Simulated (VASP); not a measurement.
# H17O8F in VASP: a series of runs

The runs below take H17O8F through single point, with PBEsol.

Everything below comes from runs of VASP 6.6.1. Logs are shortened: lines on timing, memory, paths and dates and some standing lists are left out, and cuts for length are marked.

### 1 The cell of the first run

The cell holds a disordered packing, 26 atoms: a = 6.495 Å, b = 6.495 Å, c = 6.495 Å, α = 90.00°, β = 90.00°, γ = 90.00°.

### 2 Single point, PBEsol

INCAR reads:

```
SYSTEM = H17O8F
ALGO = Normal
EDIFF = 1E-6
ENCUT = 520
GGA = PS
GGA_COMPAT = .False.
ISIF = 2
ISMEAR = -1
LASPH = .True.
LCHARG = .False.
LREAL = .False.
LWAVE = .False.
NBANDS = 55
NELM = 120
PREC = Accurate
SIGMA = 0.02
```

KPOINTS reads:

```
k-points
0
Gamma
  1 1 1
  0 0 0
```

POSCAR reads:

```
H17O8F
1.0
    6.4950650000      0.0000000000      0.0000000000
    0.0000000000      6.4950650000      0.0000000000
    0.0000000000      0.0000000000      6.4950650000
O H F
8 17 1
Direct
    0.7825479807      0.0264970404      0.3776405625
    0.5328815031      0.3388880635      0.4315122327
    0.4121436814      0.0712694946      0.6896004890
    0.0894525305      0.5353603082      0.2679726839
    0.9302447320      0.5635047532      0.6844119343
    0.0078829080      0.1761799151      0.7272290578
    0.0154117010      0.9213764604      1.0305978462
    0.5887392967      0.7031954261      0.5576233648
    0.6928029204      0.1487590963      0.3665552231
    0.8507690069     -0.0221398862      0.2453863048
    0.4364698429      0.3670325085      0.3155318692
    0.5486473192      0.4804878781      0.4942983634
    0.2593815458      0.1101605604      0.6946504769
    0.4533749855      0.1597212653      0.5686471190
    0.0464660477      0.6571604749      0.1947324623
    0.0353653120      0.4119435294      0.2033543929
    0.9987274954      0.5584547653      0.5508181981
    0.7840414222      0.6378996977      0.6524338094
   -0.0568277608      0.3235841366      0.7179912749
   -0.0417547784      0.0995679027      0.6045051127
    0.0122400623      1.0356016452      0.9278429084
   -0.0396146921      0.8125553786      0.9554484828
    0.4829512869      0.8009311685      0.6196396803
    0.6533267950      0.8016855874      0.4493103610
    0.5031512387      0.1730544652      0.8751721499
    0.5328045216      0.2315758195      1.0111677096
```

Potentials or basis: VASP PAW PBE potentials, release 64 (O, H, F).

On the command line:

```console
$ cat potpaw_PBE.64/O/POTCAR potpaw_PBE.64/H/POTCAR potpaw_PBE.64/F/POTCAR > POTCAR
$ mpirun -np 1 vasp_gam > vasp.out
```

OUTCAR:

```text
SYSTEM = H17O8F
   EDIFF = 1E-6
   ENCUT = 520
   GGA = PS
   ISIF = 2
   ISMEAR = -1
   LASPH = .True.
   LREAL = .False.
   NELM = 120
   PREC = Accurate

 ion  position               nearest neighbor table
   1  0.783  0.026  0.378-   9 0.99  10 1.02
   2  0.533  0.339  0.432-  11 1.00  12 1.01
   3  0.412  0.071  0.690-  14 1.01  13 1.02
   4  0.089  0.535  0.268-  15 0.96  16 0.97
   5  0.930  0.564  0.684-  17 0.98  18 1.09
   6  0.008  0.176  0.727-  20 0.99  19 1.05
   7  0.015  0.921  0.031-  22 0.93  21 1.00
   8  0.589  0.703  0.558-  23 1.02  24 1.04
   9  0.693  0.149  0.367-   1 0.99
  10  0.851  0.978  0.245-   1 1.02
  11  0.436  0.367  0.316-   2 1.00
  12  0.549  0.480  0.494-   2 1.01
  13  0.259  0.110  0.695-   3 1.02
  14  0.453  0.160  0.569-   3 1.01
[... 10 lines left out ...]
  25  0.503  0.173  0.875-  26 0.98
  26  0.533  0.232  0.011-  25 0.98

  LATTYP: Found a simple cubic cell.
 ALAT       =     6.4950650000

  Lattice vectors:

 A1 = (   6.4950650000,   0.0000000000,   0.0000000000)
 A2 = (   0.0000000000,   6.4950650000,   0.0000000000)
 A3 = (   0.0000000000,   0.0000000000,   6.4950650000)

Analysis of symmetry for initial positions (statically):
=====================================================================
 Subroutine PRICEL returns:
 Original cell was already a primitive cell.

 Routine SETGRP: Setting up the symmetry group for a
 simple cubic supercell.

 Subroutine GETGRP returns: Found  1 space group operations
 (whereof  1 operations were pure point group operations)
 out of a pool of 48 trial point group operations.

The static configuration has the point symmetry C_1 .

Analysis of symmetry for dynamics (positions and initial velocities):
=====================================================================
 Subroutine PRICEL returns:
 Original cell was already a primitive cell.

 Routine SETGRP: Setting up the symmetry group for a
 simple cubic supercell.

 Subroutine GETGRP returns: Found  1 space group operations
 (whereof  1 operations were pure point group operations)
 out of a pool of 48 trial point group operations.

The dynamic configuration has the point symmetry C_1 .

 Subroutine INISYM returns: Found  1 space group operations
 (whereof  1 operations are pure point group operations),
 and found     1 'primitive' translations

----------------------------------------------------------------------------------------

                                     Primitive cell

  volume of cell :     274.0000

  direct lattice vectors                    reciprocal lattice vectors
     6.495065000  0.000000000  0.000000000     0.153963047  0.000000000  0.000000000
     0.000000000  6.495065000  0.000000000     0.000000000  0.153963047  0.000000000
     0.000000000  0.000000000  6.495065000     0.000000000  0.000000000  0.153963047

  length of vectors
     6.495065000  6.495065000  6.495065000     0.153963047  0.153963047  0.153963047

  position of ions in fractional coordinates (direct lattice)
     0.782547981  0.026497040  0.377640562
     0.532881503  0.338888064  0.431512233
     0.412143681  0.071269495  0.689600489
     0.089452530  0.535360308  0.267972684
     0.930244732  0.563504753  0.684411934
     0.007882908  0.176179915  0.727229058
[... 18 lines left out ...]
     0.503151239  0.173054465  0.875172150
     0.532804522  0.231575820  0.011167710

  ion indices of the primitive-cell ions
   primitive index   ion index
                 1           1
                 2           2
                 3           3
                 4           4
                 5           5
                 6           6
[... 18 lines left out ...]
                25          25
                26          26

----------------------------------------------------------------------------------------

 KPOINTS: k-points

Automatic generation of k-mesh.
 Grid dimensions read from file:
 generate k-points for:    1    1    1

 Generating k-lattice:

  Cartesian coordinates                     Fractional coordinates (reciprocal lattice)
     0.153963047  0.000000000  0.000000000     1.000000000  0.000000000  0.000000000
     0.000000000  0.153963047  0.000000000     0.000000000  1.000000000  0.000000000
     0.000000000  0.000000000  0.153963047     0.000000000  0.000000000  1.000000000

  Length of vectors
     0.153963047  0.153963047  0.153963047

  Shift w.r.t. Gamma in fractional coordinates (k-lattice)
     0.000000000  0.000000000  0.000000000

 Subroutine IBZKPT returns following result:
 ===========================================

 Found      1 irreducible k-points:

 Following reciprocal coordinates:
            Coordinates               Weight
  0.000000  0.000000  0.000000      1.000000
   k-points           NKPTS =      1   k-points in BZ     NKDIM =      1   number of bands    NBANDS=     55
   number of dos      NEDOS =    301   number of ions     NIONS =     26
   total plane-waves  NPLWV = 110592
   dimension x,y,z NGX =    48 NGY =   48 NGZ =   48
   dimension x,y,z NGXF=    96 NGYF=   96 NGZF=   96
   ions per type =               8  17   1
   NGX,Y,Z   is equivalent  to a cutoff of  12.29, 12.29, 12.29 a.u.
   NGXF,Y,Z  is equivalent  to a cutoff of  24.57, 24.57, 24.57 a.u.
 SYSTEM =  H17O8F
   PREC   = accura    normal or accurate (medium, high low for compatibility)
   ISTART =      0    job   : 0-new  1-cont  2-samecut
   ICHARG =      2    charge: 1-file 2-atom 10-const
   ISPIN  =      1    spin polarized calculation?
   LNONCOLLINEAR =      F non collinear calculations
   LSORBIT =      F    spin-orbit coupling
   LASPH  =      T    aspherical Exc in radial PAW
   ENCUT  =  520.0 eV  38.22 Ry    6.18 a.u.  12.08 12.08 12.08*2*pi/ulx,y,z
   NELM   =    120;   NELMIN=  2; NELMDL= -5     # of ELM steps
   EDIFF  = 0.1E-05   stopping-criterion for ELM
   LREAL  =      F    real-space projection
   EDIFFG = 0.1E-04   stopping-criterion for IOM
   NSW    =      0    number of steps for IOM
   IBRION =     -1    ionic relax: 0-MD 1-quasi-New 2-CG
   NFREE  =      0    steps in history (QN), initial steepest desc. (CG)
   ISIF   =      2    stress and relaxation
   ISYM   =      2    0-nonsym 1-usesym 2-fastsym
   POTIM  = 0.5000    time-step for ionic-motion
   TEBEG  =    0.0;   TEEND  =   0.0 temperature during run
   PSTRESS=    0.0 pullay stress
   NELECT =      72.0000    total number of electrons
   NUPDOWN=      -1.0000    fix difference up-down
   EMIN   =  10.00;   EMAX   =-10.00  energy-range for DOS
   EFERMI =   0.00;   METHOD = LEGACY
   ISMEAR =    -1;   SIGMA  =   0.02  broadening in eV -4-tet -1-fermi 0-gaus
   EFERMI_NEDOS =   21; number of points for ismear=-14 and -15
   IALGO  =     38    algorithm
   IMIX   =      4    mixing-type and parameters
     AMIX     =   0.40;   BMIX     =  1.00
     AMIX_MAG =   1.60;   BMIX_MAG =  1.00
  volume/ion in A,a.u.               =      10.54        71.12
  Fermi-wavevector in a.u.,A,eV,Ry     =   1.048581  1.981532 14.959919  1.099523
  Thomas-Fermi vector in A             =   2.183509
   LORBIT       =      0    0 simple, 1 ext, 2 COOP (PROOUT), +10 PAW based schemes
   GGA     = PS    functional components
   LHFCALC =     F    Hartree Fock is set to
   AEXX    =    0.0000 exact exchange contribution
   IVDW    =     0    specifies the selected vdW correction
   LEPSILON=     F    determine dielectric tensor
   LRPA    =     F    only Hartree local field effects (RPA)
 non-spin polarized calculation
  energy-cutoff  :      520.00
  volume of cell :      274.00
 maximum number of plane-waves:      3625
   NGX = 25   NGY = 25   NGZ = 25

 number of electron      72.0000017 magnetization

 Free energy of the ion-electron system (eV)
  ---------------------------------------------------
  ext. energy  EPLUGINS =         0.00000000
  ---------------------------------------------------
  free energy    TOTEN  =      -126.86925628 eV

  energy without entropy =     -126.86925628  energy(sigma->0) =     -126.86925628

 E-fermi :  -3.4244     XC(G=0):  -6.5820

 val. band max:       -4.0116808811   @ k =   0.0000   0.0000   0.0000
 cond. band min:       1.0261707057   @ k =   0.0000   0.0000   0.0000
 fundamental gap:      5.0378515868
 Fermi energy:        -3.4244185845

 k-point     1 :       0.0000    0.0000    0.0000
  band No.  band energies     occupation
      1     -25.1282      2.00000
      2     -23.0807      2.00000
      3     -22.6378      2.00000
      4     -22.4319      2.00000
      5     -22.2969      2.00000
      6     -21.9607      2.00000
[... 40 lines left out ...]
     47       6.9270      0.00000
     48       7.1506      0.00000
 [bands above 48 left out]

------------------------ aborting loop because EDIFF is reached ----------------------------------------

  FORCE on cell =-STRESS in cart. coord.  units (eV):
  Direction    XX          YY          ZZ          XY          YZ          ZX
  --------------------------------------------------------------------------------------
  -------------------------------------------------------------------------------------
  Total       -1.6775525     -0.0487969      1.2803155      2.9723132     -0.5032892      0.9767613
  in kB       -9.8092591     -0.2853332      7.4864700     17.3801951     -2.9429146      5.7114783
  external PRESSURE =      -0.8693741 kB  Pullay stress =       0.0000000 kB

 VOLUME and BASIS-vectors are now :
 -----------------------------------------------------------------------------
  energy-cutoff  :      520.00
  volume of cell :      274.00
      direct lattice vectors                 reciprocal lattice vectors
     6.495065000  0.000000000  0.000000000     0.153963047  0.000000000  0.000000000
     0.000000000  6.495065000  0.000000000     0.000000000  0.153963047  0.000000000
     0.000000000  0.000000000  6.495065000     0.000000000  0.000000000  0.153963047

 POSITION                                       TOTAL-FORCE (eV/Angst)
 -----------------------------------------------------------------------------------
      5.08270      0.17210      2.45280         0.918240     -1.568699     -0.020148
      3.46110      2.20110      2.80270        -0.841494      0.059345     -1.107535
      2.67690      0.46290      4.47900        -1.101637     -0.278579     -0.171529
      0.58100      3.47720      1.74050         0.493858     -0.545206      1.037136
      6.04200      3.66000      4.44530        -1.755066      0.636938      0.375609
      0.05120      1.14430      4.72340        -0.029484      0.356724     -0.315781
[... 18 lines left out ...]
      3.26800      1.12400      5.68430        -0.533699     -0.487352     -0.499793
      3.46060      1.50410      0.07253         0.364991      0.406723      0.647794
 -----------------------------------------------------------------------------------
    total drift:                                0.000348      0.000458      0.000425

  FREE ENERGIE OF THE ION-ELECTRON SYSTEM (eV)
  ---------------------------------------------------
  free  energy   TOTEN  =      -126.8692562759 eV

  energy  without entropy=     -126.8692562759  energy(sigma->0) =     -126.86925628
```

It took 18 s on 1 thread of Intel Xeon 6975P-C (Granite Rapids), shared host; peak memory 0.3 GiB.

Results:

```yaml
Free_energy: -126.8693 eV
Pressure: -0.1 GPa
Largest_force: 2.928 eV/Å
```

Forces on the atoms (eV/Å):
```
O    0.918 -1.569 -0.020
O   -0.841  0.059 -1.108
O   -1.102 -0.279 -0.172
O    0.494 -0.545  1.037
O   -1.755  0.637  0.376
O   -0.029  0.357 -0.316
O    0.587  1.215  2.197
O   -0.444  1.691 -0.588
H   -0.108  0.399 -0.502
H   -0.322  0.921  0.214
H    0.530 -0.337  0.278
H    0.110  0.087  0.089
H    0.528 -0.192  0.489
H    0.390  0.298  0.123
H    0.004  0.429 -0.560
H   -0.221  0.154 -0.291
H    0.303  0.131 -0.596
H    1.575 -1.051  0.402
H    0.637 -0.388  0.081
H   -0.442  0.178  0.014
H   -0.039  0.508 -0.388
H   -0.975 -2.185 -1.688
H    0.613 -0.245 -0.004
H   -0.241 -0.191  0.784
H   -0.534 -0.487 -0.500
F    0.365  0.407  0.648
```

Caveat: the k points lie up to 0.97 Å⁻¹ apart; the atoms stand as in a frame of molecular dynamics; the PAW data sets were made with another functional, which shifts forces and pressure a little.

### 3 Single point, PBEsol

INCAR reads:

```
PREC = Accurate
ENCUT = 520
EDIFF = 1E-6
ISMEAR = -1
SIGMA = 0.02
LREAL = F
LASPH = T
NELM = 120
ALGO = Normal
ISIF = 2
LWAVE = F
LCHARG = F
GGA = PS
NBANDS = 55
GGA_COMPAT = F
```

KPOINTS reads:

```
Automatic mesh
0
Gamma
  1 1 1
```

POSCAR reads:

```
H17O8F
1.0
    6.4950650000      0.0000000000      0.0000000000
    0.0000000000      6.4950650000      0.0000000000
    0.0000000000      0.0000000000      6.4950650000
O H F
8 17 1
Direct
    0.7940336240     -0.0169821241      0.3780562627
    0.4739906375      0.3123756267      0.4065548228
    0.3497886472      0.0790754211      0.7249811973
    0.0819853227      0.5492631713      0.2470183131
    0.9436549134      0.5618111597      0.6837806858
   -0.0268203628      0.1664032616      0.6998852205
    0.0072208669      0.9254718775      1.0242391724
    0.5558373935      0.7146040879      0.5499560051
    0.6928029204      0.0894217379      0.3427063470
    0.8535249455     -0.0430018791      0.2389968384
    0.4515120326      0.2643545523      0.2539158577
    0.4903415131      0.4612886861      0.3975633808
    0.2034929597      0.1426313670      0.7214862361
    0.4192721705      0.1627851299      0.6130500619
    0.1503295194      0.6514946348      0.1625079965
   -0.0483905858      0.5250293877      0.1732238245
    1.0142007817      0.5782544132      0.5537742886
    0.8021320803      0.6098476305      0.6570373045
   -0.0400149960      0.3251545597      0.6893079592
   -0.0584751654      0.1163960638      0.5525117916
   -0.0345493078      1.0500433791      0.9399598002
   -0.0338102852      0.8252419337      0.9292593685
    0.4446606770      0.7865510199      0.6222262595
    0.6570834934      0.8255498598      0.5019657232
    0.4352689311      0.1407838105      0.8863344709
    0.5194713217      0.2081734363      1.0080884487
```

Potentials or basis: VASP PAW PBE potentials, release 64 (O, H, F).

On the command line:

```console
$ cat potpaw_PBE.64/O/POTCAR potpaw_PBE.64/H/POTCAR potpaw_PBE.64/F/POTCAR > POTCAR
$ mpirun -np 1 vasp_gam > vasp.out
```

It took 16 s on 1 thread of Intel Xeon 6975P-C (Granite Rapids), shared host; peak memory 0.3 GiB.

The run converged. Its results:

| Quantity | Value |
| --- | --- |
| Free energy | -126.7669 eV |
| Pressure | 0.3 GPa |
| Largest force | 2.701 eV/Å |

Forces on the atoms (eV/Å):
```
O    0.052  0.564 -0.195
O   -0.075 -1.441 -2.008
O    0.191  0.327 -0.699
O   -0.670 -0.412  0.096
O   -0.188  0.042  0.738
O    0.093  1.041 -1.302
O   -0.142  2.232  1.279
O    0.669 -0.043  0.000
H   -0.393  0.468  0.396
H    0.724 -0.570 -0.361
H    0.205  0.619  1.463
H    0.104  0.564  0.478
H   -0.224 -0.778 -0.048
H   -0.155 -0.069 -0.013
H    0.182  0.426 -0.066
H    0.441  0.003  0.289
H    0.477  0.289 -0.981
H   -0.573 -0.063 -0.065
H   -0.291 -0.626  0.381
H   -0.134 -0.097  1.273
H    0.470 -0.377  0.159
H   -0.552 -2.127 -1.570
H    0.117  0.237  0.098
H   -0.718 -0.412 -0.236
H   -0.157 -0.154 -0.446
F    0.545  0.355  1.339
```

Stress tensor (GPa, compression positive):
```
 0.74  0.41  0.06
 0.41  1.14  0.02
 0.06  0.02 -0.94
```

Levels at points of the mesh, in eV from the Fermi level:
```tsv
k point	band 34	band 35	band 36	band 37	band 38	band 39
(0.00, 0.00, 0.00)	-0.72	-0.60	-0.50	4.49	7.56	8.00
```

Caveat: the k points lie up to 0.97 Å⁻¹ apart; the atoms stand as in a frame of molecular dynamics; the PAW data sets were made with another functional, which shifts forces and pressure a little.
